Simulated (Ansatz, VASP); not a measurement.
# Mo in VASP and in Ansatz

```
Mo
1.0
     0.00000    2.69368    2.69368
     2.69368    0.00000    2.69368
     2.69368    2.69368    0.00000
Mo
2
Direct
  0.87500 0.87500 0.87500
  0.12500 0.12500 0.12500
```

Change from the starting cell: volume scaled by 0.85, PAW files, core large.

Alike in both runs: task single point; functional PBE; k mesh 14 × 14 × 14; occupations fermi-dirac, width 0.05 eV; no spin polarisation.

```csv
,VASP,Ansatz
version,VASP 6.6.1,Ansatz 0.2.0
potentials or method,"VASP PAW PBE potentials, release 64 (Mo_sv)","PAW with other files of Ansatz's library (core large), scalar-relativistic"
plane-wave cutoff (eV),520,420
valence electrons in the cell,28,28
```

VASP gave:

* pressure (GPa): 25.1

**Question.** What did Ansatz give for the same quantities?

**Answer.** Pressure (GPa): 24.1.

The functional is the same, so the differences come from potentials, cutoffs and numerics. Ansatz's warnings: datasets by core.
